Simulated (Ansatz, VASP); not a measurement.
**Si2Ge2Ir: VASP beside Ansatz**

```
Si Ge Ir
1.0
     3.92064    0.00000    0.00000
    -1.96032    3.39538    0.00000
     0.00000    0.00000    6.66432
Si Ge Ir
2 2 1
Direct
  0.66667 0.33333 0.85697
  0.33333 0.66667 0.14303
  0.66667 0.33333 0.40123
  0.33333 0.66667 0.59877
  0.00000 0.00000 0.00000
```

Change from the starting cell: species swapped into the EuZn2Sb2 type (P-3m1, No. 164).

Alike in both runs: functional PBE; k mesh 5 × 5 × 3; occupations gaussian, width 0.2 eV; no spin polarisation.

Ansatz relaxed the structure, and its values are those at the end. VASP's run is a single point on that final structure, the one shown.

```csv
,VASP,Ansatz
version,VASP 6.6.1,Ansatz 0.2.0
potentials or method,"VASP PAW PBE potentials, release 64 (Si, Ge_d, Ir), cutoff 500 eV","scalar-relativistic, plane waves, PAW"
valence electrons in the cell,45,53
```

```tsv
	VASP	Ansatz	Ansatz less VASP
gap on the k mesh at the Fermi level (eV)	none	none	-
pressure (GPa)	0.1	0.0	-0.11
rms of the force components (eV/Å)	0.006	0.010	+0.0046
```

A gap of «none» marks a metal or a gap that the smearing closes. VASP's potentials hold 45 valence electrons a cell and Ansatz's 53, so a difference there can come from the potentials and not from the codes.

The k mesh is coarse, so the values compare programs but aren't converged. Neither program's run includes spin-orbit coupling.
